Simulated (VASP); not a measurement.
**B3C2: single point with PBE**

Crystal: B3C2.

```
B C
1.0
     3.95825    0.00000    0.00000
    -1.97913    3.42795    0.00000
     0.00000    0.00000    5.09043
B C
6 4
Cartesian
  1.5251 2.2411 1.2726
  0.7243 3.2277 3.8178
  3.1575 0.9866 1.2726
  -1.1783 2.4413 3.8178
  0.4540 1.1868 3.8178
  1.2548 0.2002 1.2726
  1.9791 1.1426 3.8178
  0.0000 2.2853 1.2726
  0.0000 0.0000 2.5452
  0.0000 0.0000 0.0000
```

The cell was built from a structure type or drawn by symmetry, and may not be a known phase.

```
Program                : VASP 6.6.1
Task                   : single point
Functional             : PBE
Potentials or basis    : VASP PAW PBE potentials, release 64 (B, C)
Cutoff                 : 520 eV
k mesh                 : 6 × 6 × 4
Occupations            : gaussian, width 0.1 eV
Spin                   : collinear spin
Starting moments       : [0.0, 0.0, 0.0, 0.0, 0.0, 0.0, 1.0, 1.0, 1.0, 1.0] μB
Dipole correction      : no
Further INCAR settings : ALGO = Normal; EDIFF = 1e-06; NBANDS = 32
```

```yaml
Pressure: 0.0 GPa
Largest_force: 0.018 eV/Å
Band_gap_on_the_k_mesh: zero (filled and empty bands overlap)
Net_moment: 0.00 μB per cell
Valence_electrons_inside_the_program's_atomic_spheres: B 1.83; C 2.59, 2.44 (each value once)
```

Forces in eV/Å, atoms in the order of the input:
```
B    0.017  0.006  0.000
B    0.014 -0.011  0.000
B   -0.003 -0.018  0.000
B    0.003  0.018  0.000
B   -0.017 -0.006  0.000
B   -0.014  0.011  0.000
C    0.000  0.000  0.000
C    0.000  0.000  0.000
C    0.000  0.000  0.000
C    0.000  0.000  0.000
```

Stress tensor (GPa, compression positive):
```
 0.04  0.00  0.00
 0.00  0.04  0.00
 0.00  0.00 -0.05
```

Levels at points of the mesh, in eV from the Fermi level:
Spin up:
| k point | band 13 | band 14 | band 15 | band 16 | band 17 | band 18 | band 19 | band 20 | band 21 | band 22 |
| --- | --- | --- | --- | --- | --- | --- | --- | --- | --- | --- |
| (0.00, 0.00, 0.00) | -4.22 | -3.71 | -3.71 | -2.90 | -2.11 | -0.86 | -0.86 | 0.93 | 2.72 | 2.72 |
| (0.50, 0.00, 0.00) | -2.29 | -2.16 | -2.07 | -1.82 | -1.37 | 1.66 | 2.08 | 2.41 | 3.76 | 4.34 |
| (0.00, 0.00, 0.50) | -4.66 | -4.66 | -4.66 | -4.66 | 0.48 | 0.48 | 2.11 | 2.11 | 2.11 | 2.11 |
| (0.50, 0.00, 0.50) | -2.62 | -2.62 | -1.91 | -1.91 | 0.08 | 0.08 | 2.02 | 2.02 | 3.69 | 3.69 |
Spin down:
```
           k point  band 15  band 16  band 17  band 18  band 19  band 20
(0.00, 0.00, 0.00)    -3.71    -2.90    -2.11    -0.86    -0.86     0.93
(0.50, 0.00, 0.00)    -2.07    -1.82    -1.37     1.66     2.08     2.41
(0.00, 0.00, 0.50)    -4.66    -4.66     0.48     0.48     2.11     2.11
(0.50, 0.00, 0.50)    -1.91    -1.91     0.08     0.08     2.02     2.02
```

Run time: 53 s on 1 thread of Intel(R) Xeon(R) 6975P-C (Granite Rapids), on a shared host, peak memory 0.24 GiB.
